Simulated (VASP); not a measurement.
Wanted: the native input for a VASP 6.6.1 run.

```yaml
Task: single point
Functional: r2SCAN
Potentials_or_basis: VASP PAW PBE potentials, release 64 (C)
Cutoff: 520 eV
k_mesh: 14 × 14 × 14
Occupations: fermi-dirac, width 0.15 eV
Spin: no spin polarisation
Dipole_correction: no
Further_INCAR_settings: ALGO = Normal; EDIFF = 1e-06; NBANDS = 11
```

C:

```
CELL_PARAMETERS angstrom
1.22803 0.70900 3.34701
-1.22803 0.70900 3.34701
0.00000 -1.41800 3.34701
ATOMIC_POSITIONS crystal
C 0.83600 0.83600 0.83600
C 0.16400 0.16400 0.16400
```

The input as run:

POSCAR

```
C
1.0
    1.2280290000      0.7090030000      3.3470110000
   -1.2280290000      0.7090030000      3.3470110000
    0.0000000000     -1.4180050000      3.3470110000
C
2
Direct
    0.8360000000      0.8360000000      0.8360000000
    0.1640000000      0.1640000000      0.1640000000
```

INCAR.step1

```
SYSTEM = C
PREC = Accurate
ENCUT = 520
ISMEAR = -1
SIGMA = 0.15
LREAL = .False.
LASPH = .True.
NELM = 80
NBANDS = 11
GGA = PE
ALGO = Normal
EDIFF = 1E-4
LWAVE = .True.
LCHARG = .False.
```

INCAR.step2

```
SYSTEM = C
PREC = Accurate
ENCUT = 520
EDIFF = 1E-6
ISMEAR = -1
SIGMA = 0.15
LREAL = .False.
LASPH = .True.
NELM = 80
ALGO = Normal
ISIF = 2
LWAVE = .False.
LCHARG = .True.
METAGGA = R2SCAN
LMIXTAU = .True.
LELF = .True.
LVHAR = .True.
NBANDS = 11
ISTART = 1
```

KPOINTS

```
Automatic mesh
0
Gamma
  14 14 14
  0 0 0
```

Potentials or basis: VASP PAW PBE potentials, release 64 (C).

Run with:

```bash
$ cat potpaw_PBE.64/C/POTCAR > POTCAR
$ cp INCAR.step1 INCAR
$ mpirun -np 1 vasp_std > vasp.out
$ cp INCAR.step2 INCAR
$ mpirun -np 1 vasp_std > vasp.out
```

It gave:

```json
{
 "Pressure": "0.9 GPa",
 "Largest force": "0.910 eV/Å"
}
```

Caveat: the PAW data sets were made with another functional, which shifts forces and pressure a little.

Run time: 4.8 min on 1 thread of Intel(R) Xeon(R) 6975P-C (Granite Rapids), with other jobs on the host, peak memory 0.18 GiB.
